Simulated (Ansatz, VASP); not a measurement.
Cu: VASP beside Ansatz

Contents of INCAR:

```
PREC     = Accurate       # precision mode
ENCUT    = 520            # plane-wave cutoff, eV
EDIFF    = 1E-6           # SCF threshold, eV
ISMEAR   = -1             # smearing method
SIGMA    = 0.1            # smearing width, eV
LREAL    = False          # projectors in reciprocal space
LASPH    = True           # aspherical terms in the spheres
NELM     = 100            # most SCF steps
ALGO     = Normal         # electronic algorithm
ISIF     = 2              # what is computed and relaxed
LWAVE    = False          # write WAVECAR
LCHARG   = False          # write CHGCAR
GGA      = RP             # functional
NBANDS   = 30             # bands
```

Contents of KPOINTS:

```
Automatic mesh
0
Gamma
  16 16 5
```

POSCAR

```
Cu
1.0
    2.5273188529      0.0000000000      0.0000000000
   -1.2636594264      2.1887223300      0.0000000000
    0.0000000000      0.0000000000      8.2515085806
Cu
4
Direct
    1.0000000000      1.0000000000      0.0000000000
    1.0000000000      0.0000000000      0.5000000000
    0.3333333333      0.6666666667      0.2500000000
    0.6666666667      0.3333333333      0.7500000000
```

Input for Ansatz:

```yaml
crystal:
  lattice:
    - [2.5273188529, 0.0, 0.0]
    - [-1.2636594264, 2.18872233, 0.0]
    - [0.0, 0.0, 8.2515085806]
  atoms:
    - { symbol: Cu, position: [1.0, 1.0, 0.0] }
    - { symbol: Cu, position: [1.0, 0.0, 0.5] }
    - { symbol: Cu, position: [0.3333333333, 0.6666666667, 0.25] }
    - { symbol: Cu, position: [0.6666666667, 0.3333333333, 0.75] }
hamiltonian:
  xc: rpbe
  pseudopotentials:
    kind: paw
    azcp:
      Cu: "pseudopotentials/Cu.paw.azcp"
basis:
  ecutwfc: 420
  fft_grid_basis: typed
kpoints:
  mp_grid: { grid: [16, 16, 5], shift: [0, 0, 0] }
magnetization:
  spin_polarized: false
scf:
  occupations: { method: fermi_dirac, width: 0.1 }
  lower_state_search: "off"
output:
  stress: true
```

Alike in both runs: task single point; functional RPBE; k mesh 16 × 16 × 5; occupations fermi-dirac, width 0.1 eV; no spin polarisation.

|  | VASP | Ansatz |
| --- | --- | --- |
| version | VASP 6.6.1 | Ansatz 0.2.0 |
| potentials or method | VASP PAW PBE potentials, release 64 (Cu), cutoff 520 eV | plane waves (420 eV) with PAW, scalar-relativistic |
| valence electrons in the cell | 44 | 76 |

```csv
,VASP,Ansatz,Ansatz less VASP
pressure (GPa),13.4,12.7,-0.69
"traceless stress, the component that is largest in VASP (GPa)",0.08,0.10,+0.021
```

VASP's potentials were made for PBE, not for RPBE. VASP's potentials hold 44 valence electrons a cell and Ansatz's 76, so a difference there can come from the potentials and not from the codes.
